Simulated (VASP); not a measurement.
Write the native input for VASP 6.6.1 that does the following.

| Quantity | Value |
| --- | --- |
| Task | single point |
| Functional | LDA |
| Potentials or basis | VASP PAW LDA potentials, release 64 (Zn, O) |
| Cutoff | 520 eV |
| k mesh | 11 × 11 × 6 |
| Occupations | fermi-dirac, width 0.02 eV |
| Spin | no spin polarisation |
| Dipole correction | no |
| Further INCAR settings | ALGO = Normal; EDIFF = 1e-06; NBANDS = 26 |

The structure of ZnO lies in POSCAR:

```
ZnO
1.0
    3.1519167622      0.0000000000      0.0000000000
   -1.5759583810      2.7296399866      0.0000000000
    0.0000000000      0.0000000000      5.2038000000
Zn O
2 2
Direct
    0.3333333333      0.6666666667      0.0000000000
    0.6666666667      0.3333333333      0.5000000000
    0.3333333333      0.6666666667      0.3821000000
    0.6666666667      0.3333333333      0.8821000000
```

This cell differs from its parent crystal: equal xx and yy strain of -3 %.

One way to write it, as run:

INCAR

```
SYSTEM = ZnO
  PREC = Accurate
  ENCUT = 520
  EDIFF = 1E-6
  ISMEAR = -1
  SIGMA = 0.02
  LREAL = .FALSE.
  LASPH = .TRUE.
  NELM = 60
  ALGO = Normal
  ISIF = 2
  LWAVE = .FALSE.
  LCHARG = .TRUE.
  GGA = CA
  LELF = .TRUE.
  LVHAR = .TRUE.
  NBANDS = 26
```

KPOINTS

```
regular mesh
0
G
  11 11 6
  0 0 0
```

Potentials or basis: VASP PAW LDA potentials, release 64 (Zn, O).

Command:

```bash
$ cat potpaw_LDA.64/Zn/POTCAR potpaw_LDA.64/O/POTCAR > POTCAR
$ mpirun -np 1 vasp_std > vasp.out
```

Results of the run:

```
Pressure               : 3.6 GPa
Largest force          : 0.348 eV/Å
Band gap on the k mesh : 0.79 eV, direct
```

Caveat: the cell differs from its parent crystal (equal xx and yy strain of -3 %).

It took 55 s on 1 thread of Intel(R) Xeon(R) Platinum 8259CL CPU @ 2.50GHz (Skylake/Cascade Lake), with other jobs on the host, peak memory 0.18 GiB.
